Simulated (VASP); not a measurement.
Input of a VASP 6.6.1 run:

File POSCAR:

```
Na
1.0
    3.7670000000      0.0000000000      0.0000000000
   -1.8835000000      3.2623176961      0.0000000000
    0.0000000000      0.0000000000      6.1540000000
Na
2
Direct
    0.6666666667      0.3333333333      0.7500000000
    0.3333333333      0.6666666667      0.2500000000
```

The input INCAR.step1:

```
  PREC = Accurate
  ENCUT = 520
  ISMEAR = -1
  SIGMA = 0.05
  LREAL = False
  LASPH = True
  NELM = 100
  NBANDS = 14
  GGA = PE
  ALGO = Normal
  EDIFF = 1E-4
  LWAVE = True
  LCHARG = False
```

File INCAR.step2:

```
  PREC = Accurate
  ENCUT = 520
  EDIFF = 1E-7
  ISMEAR = -1
  SIGMA = 0.05
  LREAL = False
  LASPH = True
  NELM = 100
  ALGO = Normal
  ISIF = 2
  LWAVE = False
  LCHARG = True
  METAGGA = R2SCAN
  LMIXTAU = True
  LELF = True
  LVHAR = True
  NBANDS = 14
  ISTART = 1
```

Contents of KPOINTS:

```
regular mesh
0
Gamma
  5 5 3
```

Potentials or basis: VASP PAW PBE potentials, release 64 (Na_pv).

Command:

```bash
$ cat potpaw_PBE.64/Na_pv/POTCAR > POTCAR
$ cp INCAR.step1 INCAR
$ mpirun -np 1 vasp_std > vasp.out
$ cp INCAR.step2 INCAR
$ mpirun -np 1 vasp_std > vasp.out
```

**Question.** Estimate the band gap on the k mesh.

**Answer.** Zero (band 7 reaches 1.34 eV, above the bottom of band 8 at -1.24 eV).

**Question.** Estimate the pressure.

**Answer.** 0.0 GPa.

Stress tensor (GPa, compression positive):
```
-0.08  0.00  0.00
 0.00 -0.08  0.00
 0.00  0.00  0.02
```

Caveat: the k points lie up to 0.39 Å⁻¹ apart; the PAW data sets were made with another functional, which shifts forces and pressure a little.
